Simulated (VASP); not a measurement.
Ba:

```
Ba
1.0
    -2.50650    2.50650    2.50650
     2.50650   -2.50650    2.50650
     2.50650    2.50650   -2.50650
Ba
1
Direct
  0.00000 0.00000 0.00000
```

- Program: VASP 6.6.1
- Task: relaxation of volume and atoms at fixed shape
- Functional: LDA
- Potentials or basis: VASP PAW LDA potentials, release 64 (Ba_sv)
- Cutoff: 600 eV
- k mesh: 6 × 6 × 6
- Occupations: methfessel-paxton, width 0.1 eV
- Spin: no spin polarisation

At the start: pressure -1.1 GPa; volume 62.99 Å³/atom.

How do energy, volume and symmetry change on relaxing?

Over 3 steps the energy falls by 30.3 meV/atom and the volume is 55.26 Å³/atom (-12.3 %); space group Im-3m (No. 229, to 0.05 Å).

The path:
```
step  energy change (eV)  largest force (eV/Å)  pressure (GPa)  volume (Å³)
   1              0.0000                0.0000           -1.11        62.99
   2             -0.0217                0.0000           -0.66        59.10
   3             -0.0303                0.0000           -0.02        55.26
```

Final structure:
```yaml
crystal:
  lattice:
    - [-2.39951, 2.39951, 2.39951]
    - [2.39951, -2.39951, 2.39951]
    - [2.39951, 2.39951, -2.39951]
  atoms:
    - { symbol: Ba, position: [0.00000, 0.00000, 0.00000] }
```

Caveat: the volume moved by -12 % from the deposited cell, more than functionals usually miss.
